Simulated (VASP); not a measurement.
## BeTe: single point with PBE

BeTe:

```xyz
2
Lattice="-1.8952 1.8952 2.6804 1.8952 -1.8952 2.6804 1.8952 1.8952 -2.6804" Properties=species:S:1:pos:R:3 pbc="T T T"
Be    0.0000    0.0000    2.6804
Te    0.0000    0.0000    0.0000
```

| Quantity | Value |
| --- | --- |
| Program | VASP 6.6.1 |
| Task | single point |
| Functional | PBE |
| Potentials or basis | VASP PAW PBE potentials, release 64 (Be, Te) |
| Cutoff | 520 eV |
| k mesh | 20 × 20 × 20 |
| Occupations | gaussian, width 0.1 eV |
| Spin | no spin polarisation |

* Pressure: 0.1 GPa
* Band gap on the k mesh: zero (band 4 reaches 7.53 eV, above the bottom of band 5 at 6.32 eV)

Levels at points of the mesh, in eV from the Fermi level:
| k point | band 1 | band 2 | band 3 | band 4 | band 5 | band 6 | band 7 | band 8 | band 9 |
| --- | --- | --- | --- | --- | --- | --- | --- | --- | --- |
| (0.00, 0.00, 0.00) | -13.32 | -0.23 | -0.23 | -0.23 | 3.09 | 6.30 | 6.30 | 6.30 | 6.88 |
| (0.50, 0.00, 0.00) | -11.39 | -6.75 | -0.23 | -0.23 | 2.32 | 2.32 | 2.98 | 5.58 | 11.97 |
| (0.50, 0.50, 0.00) | -10.58 | -6.01 | -2.98 | -2.98 | -0.91 | 3.10 | 8.87 | 8.87 | 11.27 |
| (0.50, 0.50, 0.50) | -10.58 | -6.01 | -2.98 | -2.98 | -0.91 | 3.10 | 8.87 | 8.87 | 11.27 |

Run time: 88 s on 1 thread of Intel(R) Xeon(R) 6975P-C (Granite Rapids), with other jobs on the host, peak memory 0.4 GiB.

Caveat: spin-orbit coupling is left out, which moves the levels of the heavy elements.
